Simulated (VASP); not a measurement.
# Ag in VASP: further runs

Runs on Ag. Level: PBE. Tasks: single point.

Everything below comes from runs of VASP 6.6.1. Logs are shortened: lines on timing, memory, paths and dates and some standing lists are left out, and cuts for length are marked.

## Step 1: The cell of the first run

The typed cell holds 4 atoms: a = 5.421 Å, b = 5.421 Å, c = 4.864 Å, α = 90.00°, β = 90.00°, γ = 148.11°.

## Step 2: Single point, PBE

The input, INCAR:

```
PREC = Accurate ; ENCUT = 520
EDIFF = 1E-7 ; ISMEAR = 0
SIGMA = 0.1 ; LREAL = F
LASPH = T ; NELM = 100
ALGO = Normal ; ISIF = 2
LWAVE = F ; LCHARG = F
GGA = PE ; NBANDS = 30
```

The input, KPOINTS:

```
regular mesh
0
Gamma
  6 6 4
```

The input, POSCAR:

```
Ag
1.0
    1.4892118869     -5.2122137003      0.0000000000
    1.4892118869      5.2122137003      0.0000000000
    0.0000000000      0.0000000000      4.8644593209
Ag
4
Direct
    0.1327724096      0.8672275904      1.0000168510
    0.6327724096      0.3672275904      0.4999831490
    0.8672275904      0.1327724096     -0.0000168510
    0.3672275904      0.6327724096      0.5000168510
```

Potentials or basis: VASP PAW PBE potentials, release 64 (Ag).

Run with:

```
$ cat potpaw_PBE.64/Ag/POTCAR > POTCAR
$ mpirun -np 1 vasp_std > vasp.out
```

OUTCAR:

```text
PREC = Accurate
   ENCUT = 520
   EDIFF = 1E-7
   ISMEAR = 0
   LREAL = F
   LASPH = T
   NELM = 100
   ISIF = 2
   GGA = PE

 ion  position               nearest neighbor table
   1  0.133  0.867  0.000-   3 2.77   2 2.85   2 2.85   2 2.85   2 2.85   3 2.86   3 2.86   4 3.45
                             4 3.45
   2  0.633  0.367  0.500-   4 2.77   1 2.85   1 2.85   1 2.85   1 2.85   4 2.86   4 2.86   3 3.45
                             3 3.45
   3  0.867  0.133  1.000-   1 2.77   4 2.85   4 2.85   4 2.85   4 2.85   1 2.86   1 2.86   2 3.45
                             2 3.45
   4  0.367  0.633  0.500-   2 2.77   3 2.85   3 2.85   3 2.85   3 2.85   2 2.86   2 2.86   1 3.45
                             1 3.45

  LATTYP: Found a base centered orthorhombic cell.
 ALAT       =     2.9784237738
 B/A-ratio  =     3.4999812627
 C/A-ratio  =     1.6332327736

  Lattice vectors:

 A1 = (   1.4892118869,  -5.2122137003,   0.0000000000)
 A2 = (   1.4892118869,   5.2122137003,   0.0000000000)
 A3 = (   0.0000000000,   0.0000000000,   4.8644593209)

Analysis of symmetry for initial positions (statically):
=====================================================================
 Subroutine PRICEL returns:
 Original cell was already a primitive cell.

 Routine SETGRP: Setting up the symmetry group for a
 base centered orthorhombic supercell.

 Subroutine GETGRP returns: Found  8 space group operations
 (whereof  4 operations were pure point group operations)
 out of a pool of  8 trial point group operations.

The static configuration has the point symmetry C_2h.
 The point group associated with its full space group is D_2h.

Analysis of symmetry for dynamics (positions and initial velocities):
=====================================================================
 Subroutine PRICEL returns:
 Original cell was already a primitive cell.

 Routine SETGRP: Setting up the symmetry group for a
 base centered orthorhombic supercell.

 Subroutine GETGRP returns: Found  8 space group operations
 (whereof  4 operations were pure point group operations)
 out of a pool of  8 trial point group operations.

The dynamic configuration has the point symmetry C_2h.
 The point group associated with its full space group is D_2h.

 Subroutine INISYM returns: Found  8 space group operations
 (whereof  4 operations are pure point group operations),
 and found     1 'primitive' translations

----------------------------------------------------------------------------------------

                                     Primitive cell

  volume of cell :      75.5167

  direct lattice vectors                    reciprocal lattice vectors
     1.489211887 -5.212213700  0.000000000     0.335748059 -0.095928530  0.000000000
     1.489211887  5.212213700  0.000000000     0.335748059  0.095928530  0.000000000
     0.000000000  0.000000000  4.864459321     0.000000000  0.000000000  0.205572692

  length of vectors
     5.420786262  5.420786262  4.864459321     0.349183393  0.349183393  0.205572692

  position of ions in fractional coordinates (direct lattice)
     0.132772410  0.867227590  0.000016851
     0.632772410  0.367227590  0.499983149
     0.867227590  0.132772410  0.999983149
     0.367227590  0.632772410  0.500016851

  ion indices of the primitive-cell ions
   primitive index   ion index
                 1           1
                 2           2
                 3           3
                 4           4

----------------------------------------------------------------------------------------

 KPOINTS: regular mesh

Automatic generation of k-mesh.
 Grid dimensions read from file:
 generate k-points for:    6    6    4

 Generating k-lattice:

  Cartesian coordinates                     Fractional coordinates (reciprocal lattice)
     0.055958010 -0.015988088  0.000000000     0.166666667  0.000000000  0.000000000
     0.055958010  0.015988088  0.000000000     0.000000000  0.166666667  0.000000000
     0.000000000  0.000000000  0.051393173     0.000000000  0.000000000  0.250000000

  Length of vectors
     0.058197232  0.058197232  0.051393173

  Shift w.r.t. Gamma in fractional coordinates (k-lattice)
     0.000000000  0.000000000  0.000000000

 Subroutine IBZKPT returns following result:
 ===========================================

 Found     39 irreducible k-points:

 Following reciprocal coordinates:
            Coordinates               Weight
  0.000000  0.000000  0.000000      1.000000
  0.166667  0.000000  0.000000      4.000000
  0.333333  0.000000  0.000000      4.000000
  0.500000  0.000000  0.000000      2.000000
  0.166667  0.166667  0.000000      2.000000
  0.333333  0.166667  0.000000      4.000000
[... 16 lines left out ...]
  0.333333  0.333333  0.250000      4.000000
  0.500000  0.333333  0.250000      8.000000
 [... further k-points ...]
   k-points           NKPTS =     39   k-points in BZ     NKDIM =     39   number of bands    NBANDS=     30
   number of dos      NEDOS =    301   number of ions     NIONS =      4
   total plane-waves  NPLWV =  57600
   dimension x,y,z NGX =    40 NGY =   40 NGZ =   36
   dimension x,y,z NGXF=    80 NGYF=   80 NGZF=   72
   ions per type =               4
   NGX,Y,Z   is equivalent  to a cutoff of  12.27, 12.27, 12.30 a.u.
   NGXF,Y,Z  is equivalent  to a cutoff of  24.53, 24.53, 24.61 a.u.
 SYSTEM =  unknown system
   PREC   = accura    normal or accurate (medium, high low for compatibility)
   ISTART =      0    job   : 0-new  1-cont  2-samecut
   ICHARG =      2    charge: 1-file 2-atom 10-const
   ISPIN  =      1    spin polarized calculation?
   LNONCOLLINEAR =      F non collinear calculations
   LSORBIT =      F    spin-orbit coupling
   LASPH  =      T    aspherical Exc in radial PAW
   ENCUT  =  520.0 eV  38.22 Ry    6.18 a.u.  10.08 10.08  9.04*2*pi/ulx,y,z
   NELM   =    100;   NELMIN=  2; NELMDL= -5     # of ELM steps
   EDIFF  = 0.1E-06   stopping-criterion for ELM
   LREAL  =      F    real-space projection
   EDIFFG = 0.1E-05   stopping-criterion for IOM
   NSW    =      0    number of steps for IOM
   IBRION =     -1    ionic relax: 0-MD 1-quasi-New 2-CG
   NFREE  =      0    steps in history (QN), initial steepest desc. (CG)
   ISIF   =      2    stress and relaxation
   ISYM   =      2    0-nonsym 1-usesym 2-fastsym
   POTIM  = 0.5000    time-step for ionic-motion
   TEBEG  =    0.0;   TEEND  =   0.0 temperature during run
   PSTRESS=    0.0 pullay stress
   NELECT =      44.0000    total number of electrons
   NUPDOWN=      -1.0000    fix difference up-down
   EMIN   =  10.00;   EMAX   =-10.00  energy-range for DOS
   EFERMI =   0.00;   METHOD = LEGACY
   ISMEAR =     0;   SIGMA  =   0.10  broadening in eV -4-tet -1-fermi 0-gaus
   EFERMI_NEDOS =   21; number of points for ismear=-14 and -15
   IALGO  =     38    algorithm
   IMIX   =      4    mixing-type and parameters
     AMIX     =   0.40;   BMIX     =  1.00
     AMIX_MAG =   1.60;   BMIX_MAG =  1.00
  volume/ion in A,a.u.               =      18.88       127.40
  Fermi-wavevector in a.u.,A,eV,Ry     =   1.367345  2.583907 25.437876  1.869631
  Thomas-Fermi vector in A             =   2.493405
   LORBIT       =      0    0 simple, 1 ext, 2 COOP (PROOUT), +10 PAW based schemes
   GGA     = PE    functional components
   LHFCALC =     F    Hartree Fock is set to
   AEXX    =    0.0000 exact exchange contribution
   IVDW    =     0    specifies the selected vdW correction
   LEPSILON=     F    determine dielectric tensor
   LRPA    =     F    only Hartree local field effects (RPA)
 non-spin polarized calculation
 Gauss-broadening in eV      SIGMA  =   0.10
  energy-cutoff  :      520.00
  volume of cell :       75.52
 maximum number of plane-waves:      2064
   NGX = 21   NGY = 21   NGZ = 19

 number of electron      43.9999991 magnetization

 Free energy of the ion-electron system (eV)
  ---------------------------------------------------
  ext. energy  EPLUGINS =         0.00000000
  ---------------------------------------------------
  free energy    TOTEN  =       -10.38003306 eV

  energy without entropy =      -10.37277216  energy(sigma->0) =      -10.37640261

 E-fermi :   7.1449     XC(G=0): -11.5734

 val. band max:        7.1414509094   @ k =   0.5000   0.3333   0.2500
 cond. band min:       7.1791590217   @ k =   0.1667   0.0000   0.0000
 fundamental gap:      0.0377081123
 Fermi energy:         7.1449046383

 k-point     1 :       0.0000    0.0000    0.0000
  band No.  band energies     occupation
      1       0.0284      2.00000
      2       1.2017      2.00000
      3       1.2197      2.00000
      4       1.3448      2.00000
      5       1.4216      2.00000
      6       1.7099      2.00000
[... 22 lines left out ...]
     29      18.2676      0.00000
     30      19.3402      0.00000

 k-point     2 :       0.1667    0.0000    0.0000
  band No.  band energies     occupation
      1       0.5882      2.00000
      2       1.3980      2.00000
      3       1.5789      2.00000
      4       1.6364      2.00000
      5       1.7285      2.00000
      6       1.8813      2.00000
[... 22 lines left out ...]
     29      16.7539      0.00000
     30      17.4069      0.00000

 k-point     3 :       0.3333    0.0000    0.0000
  band No.  band energies     occupation
      1       1.6079      2.00000
      2       1.8818      2.00000
      3       1.9113      2.00000
      4       2.0593      2.00000
      5       2.0746      2.00000
      6       2.0924      2.00000
[... 22 lines left out ...]
     29      15.0924      0.00000
     30      17.4253      0.00000

 k-point     4 :       0.5000    0.0000    0.0000
  band No.  band energies     occupation
      1       1.7636      2.00000
      2       1.7636      2.00000
      3       1.8650      2.00000
      4       1.8650      2.00000
      5       2.0580      2.00000
      6       2.0580      2.00000
[... 616 lines left out ...]
     29      19.2018      0.00000
     30      21.2135      0.00000

 k-point    23 :       0.3333    0.3333    0.2500
  band No.  band energies     occupation
      1       1.5052      2.00000
      2       1.5400      2.00000
      3       1.5942      2.00000
      4       1.6868      2.00000
      5       1.9371      2.00000
      6       2.0074      2.00000
[... 22 lines left out ...]
     29      16.5154      0.00000
     30      17.1256      0.00000

 k-point    24 :       0.5000    0.3333    0.2500
  band No.  band energies     occupation
      1       1.5046      2.00000
      2       1.5751      2.00000
      3       1.6539      2.00000
      4       1.8933      2.00000
      5       1.9823      2.00000
      6       1.9926      2.00000
[... 22 lines left out ...]
     29      17.9105      0.00000
     30      18.5206      0.00000

 [... further k-points ...]
[... 5 lines left out ...]
  --------------------------------------------------------------------------------------
  -------------------------------------------------------------------------------------
  Total        0.0008798     -0.1171948     -0.0057139      0.0000000     -0.0000000      0.0000000
  in kB        0.0186662     -2.4864260     -0.1212278      0.0000000     -0.0000000      0.0000000
  external PRESSURE =      -0.8629959 kB  Pullay stress =       0.0000000 kB

 VOLUME and BASIS-vectors are now :
 -----------------------------------------------------------------------------
  energy-cutoff  :      520.00
  volume of cell :       75.52
      direct lattice vectors                 reciprocal lattice vectors
     1.489211887 -5.212213700  0.000000000     0.335748059 -0.095928530  0.000000000
     1.489211887  5.212213700  0.000000000     0.335748059  0.095928530  0.000000000
     0.000000000  0.000000000  4.864459321     0.000000000  0.000000000  0.205572692

 POSITION                                       TOTAL-FORCE (eV/Angst)
 -----------------------------------------------------------------------------------
      1.48921      3.82814      0.00008         0.000000     -0.003828     -0.000779
      1.48921     -1.38408      2.43215         0.000000     -0.003828      0.000779
      1.48921     -3.82814      4.86438         0.000000      0.003828      0.000779
      1.48921      1.38408      2.43231         0.000000      0.003828     -0.000779
 -----------------------------------------------------------------------------------
    total drift:                               -0.000000     -0.000000      0.000000

  FREE ENERGIE OF THE ION-ELECTRON SYSTEM (eV)
  ---------------------------------------------------
  free  energy   TOTEN  =       -10.3800330566 eV

  energy  without entropy=      -10.3727721608  energy(sigma->0) =      -10.37640261
```

It took 47 s on 1 thread of AMD EPYC 9R45 (Zen 5), shared host; peak memory 0.22 GiB.

What came out:

```yaml
Free_energy: -10.3800 eV
Pressure: -0.1 GPa
Largest_force: 0.004 eV/Å
Band_gap_on_the_k_mesh: zero (band 22 reaches 9.95 eV, above the bottom of band 23 at 4.83 eV)
```

Forces in eV/Å, atoms in the order of the input:
```
Ag   0.000 -0.004 -0.001
Ag   0.000 -0.004  0.001
Ag   0.000  0.004  0.001
Ag   0.000  0.004 -0.001
```

Levels at points of the mesh, in eV from the Fermi level:
```tsv
k point	band 20	band 21	band 22	band 23	band 24	band 25
(0.00, 0.00, 0.00)	-2.67	-2.55	-0.69	-0.13	1.97	3.17
(0.50, 0.00, 0.00)	-2.91	-0.32	-0.32	2.55	2.55	6.25
(0.50, 0.50, 0.00)	-2.83	-2.76	-2.63	1.95	2.64	3.65
(0.00, 0.00, 0.50)	-3.44	-3.43	-3.43	2.14	2.14	2.63
(0.50, 0.00, 0.50)	-2.77	0.30	0.30	1.88	1.88	3.07
(0.50, 0.50, 0.50)	-2.94	-2.58	-2.58	-2.31	-2.31	9.52
```

Caveat: the k points lie up to 0.37 Å⁻¹ apart.

## Step 3: Single point, PBE

This run uses another cell than the first one: it holds 2 atoms, not 4.

The input, INCAR:

```
SYSTEM = Ag
PREC = Accurate
ENCUT = 520
EDIFF = 1E-6
ISMEAR = 0
SIGMA = 0.1
LREAL = .False.
LASPH = .True.
NELM = 100
ALGO = Normal
ISIF = 2
LWAVE = .False.
LCHARG = .False.
GGA = PE
NBANDS = 18
```

The input, KPOINTS:

```
Automatic mesh
0
Gamma
  22 22 22
  0 0 0
```

The input, POSCAR:

```
Ag
1.0
    0.0000000000      2.4573272200      5.2578560272
    1.4562483797      0.0000000000      5.2578560272
    1.4562483797      2.4573272200      0.0000000000
Ag
2
Direct
    0.8679736277      0.8679736277      0.1320263723
    0.1320263723      0.1320263723      0.8679736277
```

Potentials or basis: VASP PAW PBE potentials, release 64 (Ag).

Run with:

```
$ cat potpaw_PBE.64/Ag/POTCAR > POTCAR
$ mpirun -np 1 vasp_std > vasp.out
```

It took 11 min on 1 thread of AMD EPYC 9R45 (Zen 5), shared host; peak memory 0.88 GiB.

It converged, with:

```
Free energy            : -5.2041 eV
Pressure               : -0.1 GPa
Band gap on the k mesh : zero (band 11 reaches 11.47 eV, above the bottom of band 12 at 4.24 eV)
```

Forces on the atoms (eV/Å):
```
Ag   0.000  0.000 -0.002
Ag   0.000  0.000  0.002
```

Levels at points of the mesh, in eV from the Fermi level:
| k point | band 8 | band 9 | band 10 | band 11 | band 12 | band 13 | band 14 | band 15 |
| --- | --- | --- | --- | --- | --- | --- | --- | --- |
| (0.00, 0.00, 0.00) | -3.67 | -3.67 | -3.26 | -3.06 | -0.76 | 1.85 | 15.02 | 16.54 |
| (0.50, 0.00, 0.00) | -3.04 | -2.76 | -2.72 | 0.43 | 2.02 | 3.28 | 6.34 | 9.14 |
| (0.50, 0.50, 0.00) | -4.06 | -4.05 | -3.47 | -3.28 | -2.82 | 7.56 | 8.83 | 15.74 |
| (0.50, 0.00, 0.50) | -2.72 | -2.67 | -2.53 | -0.23 | 3.00 | 4.72 | 5.08 | 9.56 |
| (0.00, 0.50, 0.50) | -3.03 | -2.76 | -2.64 | 1.82 | 2.45 | 3.46 | 3.53 | 11.04 |
